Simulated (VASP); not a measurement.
# MnO: single point with LDA

The system is MnO.

```
Mn O
1.0
     0.00000    2.29476    2.29476
     2.29476    0.00000    2.29476
     2.29476    2.29476    0.00000
Mn O
1 1
Direct
  0.00000 0.00000 0.00000
  0.50000 0.50000 0.50000
```

```
Program             : VASP 6.6.1
Task                : single point
Functional          : LDA
Potentials or basis : VASP PAW LDA potentials, release 64 (Mn_pv, O)
Cutoff              : 520 eV
k mesh              : 10 × 10 × 10
Occupations         : fermi-dirac, width 0.3 eV
Spin                : collinear spin, ferromagnetic start
Starting moments    : [4.0, 0.0] μB
```

* Pressure: -25.1 GPa
* Net moment: 4.55 μB per cell
* Site moments: Mn +4.14; O +0.17 μB
* Valence electrons inside the program's atomic spheres: Mn 11.29; O 4.88

Levels at points of the mesh, in eV from the Fermi level:
Spin up:
| k point | band 10 | band 11 | band 12 | band 13 | band 14 | band 15 |
| --- | --- | --- | --- | --- | --- | --- |
| (0.00, 0.00, 0.00) | -2.82 | -2.40 | -2.40 | -0.69 | 13.82 | 15.61 |
| (0.50, 0.00, 0.00) | -1.68 | 0.14 | 0.14 | 3.40 | 7.01 | 11.25 |
| (0.50, 0.50, 0.00) | -1.82 | -1.82 | -1.80 | 4.47 | 7.35 | 10.05 |
Spin down:
```csv
k point,band 4,band 5,band 6,band 7,band 8,band 9,band 10,band 11
"(0.00, 0.00, 0.00)",-18.82,-3.00,-3.00,-3.00,0.28,0.55,0.55,0.55
"(0.50, 0.00, 0.00)",-18.01,-6.70,-4.34,-4.34,1.57,1.59,1.59,3.09
"(0.50, 0.50, 0.00)",-18.02,-5.79,-3.89,-3.89,-0.76,1.60,1.69,1.96
```

It took 20 s on 1 thread of Intel(R) Xeon(R) Platinum 8488C (Sapphire Rapids) (shared host), peak memory 0.15 GiB.

Caveat: the cell stands under tension; so wide a smearing shifts energies and pressures; a cell with one magnetic atom can't hold antiferromagnetic order, which such compounds often take; semilocal functionals often make such compounds metallic where correlation or magnetic order opens a gap, which also shifts bond lengths. With open d or f shells a metallic result of LDA can be an artefact of self-interaction; +U or a hybrid may open a gap.
